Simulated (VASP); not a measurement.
The system is NaI.

```
I Na
1.0
     0.00000    3.21468    3.21468
     3.21468    0.00000    3.21468
     3.21468    3.21468    0.00000
I Na
1 1
Direct
  0.50000 0.50000 0.50000
  0.00000 0.00000 0.00000
```

Base run:

| Property | Result |
| --- | --- |
| Program | VASP 6.6.1 |
| Functional | PBEsol |
| Potentials or basis | VASP PAW PBE potentials, release 64 (I, Na_pv) |
| Cutoff | 520 eV |
| k mesh | 7 × 7 × 7 |
| Occupations | fermi-dirac, width 0.05 eV |
| Spin | no spin polarisation |

Its results: band gap on the k mesh 3.56 eV, direct; pressure -0.2 GPa.

Question: The run is repeated on the same cell with these changes: functional from PBEsol to PBE0; k mesh from 7 × 7 × 7 to 4 × 4 × 4. What comes out?

Answer: Band gap on the k mesh 5.41 eV, direct; pressure 0.4 GPa.

Several settings changed at once, so the effect can't be laid on one alone.

Caveats: some runs use coarse meshes; the PAW data sets were made with another functional, which shifts forces and pressure a little; spin-orbit coupling is left out, which moves the levels of the heavy elements.

